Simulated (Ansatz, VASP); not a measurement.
## B in VASP and in Ansatz

```
B
1.0
     2.33736    0.00000    0.00000
    -1.16868    2.02421    0.00000
     0.00000    0.00000    9.58099
B
7
Cartesian
  0.0000 1.3495 7.4747
  1.1687 0.6747 8.8631
  0.0000 1.3495 0.7179
  1.1687 0.6747 2.1063
  0.0000 1.3495 3.4709
  0.0000 0.0000 4.7905
  1.1687 0.6747 6.1101
```

Alike in both runs: functional PBE; k mesh 12 × 12 × 2; occupations gaussian, width 0.1 eV; no spin polarisation.

Ansatz relaxed the structure, and its values are those at the end. VASP's run is a single point on that final structure, the one shown.

```csv
,VASP,Ansatz
version,VASP 6.6.1,Ansatz 0.2.0
potentials or method,"VASP PAW PBE potentials, release 64 (B), cutoff 520 eV","scalar-relativistic, plane waves, PAW"
valence electrons in the cell,21,21
```

Ansatz gave:

```
gap on the k mesh at the Fermi level (eV) : none
pressure (GPa)                            : 0.1
rms of the force components (eV/Å)        : 0.005
```

Estimate VASP's values.

gap on the k mesh at the Fermi level (eV): none; pressure (GPa): 0.0; rms of the force components (eV/Å): 0.005.

A gap of «none» marks a metal or a gap that the smearing closes. The functional is the same, so the differences come from potentials, cutoffs and numerics.
